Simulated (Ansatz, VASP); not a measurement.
**AlAs: VASP beside Ansatz**

```
CELL_PARAMETERS angstrom
0.00000 2.83730 2.83730
2.83730 0.00000 2.83730
2.83730 2.83730 0.00000
ATOMIC_POSITIONS crystal
Al 0.00000 0.00000 0.00000
As 0.25000 0.25000 0.25000
```

Alike in both runs: task single point; functional PBEsol; k mesh 8 × 8 × 8; occupations gaussian, width 0.02 eV; no spin polarisation.

```csv
,VASP,Ansatz
version,VASP 6.6.1,Ansatz 0.2.0
potentials or method,"VASP PAW PBE potentials, release 64 (Al, As), cutoff 500 eV","scalar-relativistic, plane waves, PAW"
valence electrons in the cell,8,18
```

Ansatz gave:

- gap on the k mesh at the Fermi level (eV): 1.34
- least direct gap on the mesh (eV): 1.91
- pressure (GPa): 0.0

**Question.** Estimate VASP's values.

**Answer.** gap on the k mesh at the Fermi level (eV): 1.33; least direct gap on the mesh (eV): 1.92; pressure (GPa): 0.3.

VASP's potentials were made for PBE, not for PBEsol. The functional is the same, so the differences come from potentials, cutoffs and numerics. VASP's potentials hold 8 valence electrons a cell and Ansatz's 18, so a difference there can come from the potentials and not from the codes.
